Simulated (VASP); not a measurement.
# CsRuO4: single point with PBE

Crystal: CsRuO4.

```
Cs Ru O
1.0
     0.00000    3.70963    3.70963
     3.70963    0.00000    3.70963
     3.70963    3.70963    0.00000
Cs Ru O
1 1 4
Direct
  0.50000 0.50000 0.50000
  0.00000 0.00000 0.00000
  0.12700 0.12700 0.12700
  0.61900 0.12700 0.12700
  0.12700 0.12700 0.61900
  0.12700 0.61900 0.12700
```

* Program: VASP 6.6.1
* Task: single point
* Functional: PBE
* Potentials or basis: VASP PAW PBE potentials, release 64 (Cs_sv, Ru_pv, O)
* Cutoff: 520 eV
* k mesh: 4 × 4 × 4
* Occupations: gaussian, width 0.0439 eV
* Spin: no spin polarisation

```
Pressure      : 30.3 GPa
Largest force : 5.874 eV/Å
```

Forces on the atoms (eV/Å):
```
Cs   0.000  0.000  0.000
Ru   0.000  0.000  0.000
O    3.391  3.391  3.391
O    3.391 -3.391 -3.391
O   -3.391 -3.391  3.391
O   -3.391  3.391 -3.391
```

Levels at points of the mesh, in eV from the Fermi level:
| k point | band 20 | band 21 | band 22 | band 23 | band 24 | band 25 | band 26 | band 27 |
| --- | --- | --- | --- | --- | --- | --- | --- | --- |
| (0.00, 0.00, 0.00) | -5.06 | -3.61 | -3.61 | -3.61 | -0.25 | -0.25 | 1.99 | 2.97 |
| (0.50, 0.00, 0.00) | -4.40 | -4.40 | -4.29 | -3.60 | 0.29 | 0.29 | 1.71 | 2.85 |
| (0.00, 0.50, 0.00) | -4.40 | -4.40 | -4.29 | -3.60 | 0.29 | 0.29 | 1.71 | 2.85 |
| (0.00, 0.00, 0.50) | -4.40 | -4.40 | -4.29 | -3.60 | 0.29 | 0.29 | 1.71 | 2.85 |
| (0.50, 0.50, 0.50) | -4.40 | -4.40 | -4.29 | -3.60 | 0.29 | 0.29 | 1.71 | 2.85 |
| (0.50, 0.50, 0.00) | -4.22 | -4.22 | -3.84 | -3.84 | -0.19 | 0.54 | 1.87 | 2.60 |
| (0.00, 0.50, 0.50) | -4.22 | -4.22 | -3.84 | -3.84 | -0.19 | 0.54 | 1.87 | 2.60 |
| (0.50, 0.00, 0.50) | -4.22 | -4.22 | -3.84 | -3.84 | -0.19 | 0.54 | 1.87 | 2.60 |

Wall time 2.5 min on 1 thread of Intel Xeon 6975P-C, on a shared host, peak memory 0.3 GiB.

Caveat: the k points lie up to 0.37 Å⁻¹ apart; spin-orbit coupling is left out, which moves the levels of the heavy elements; an odd number of electrons without spin polarisation forces a metal; a magnetic or distorted state may lie lower.
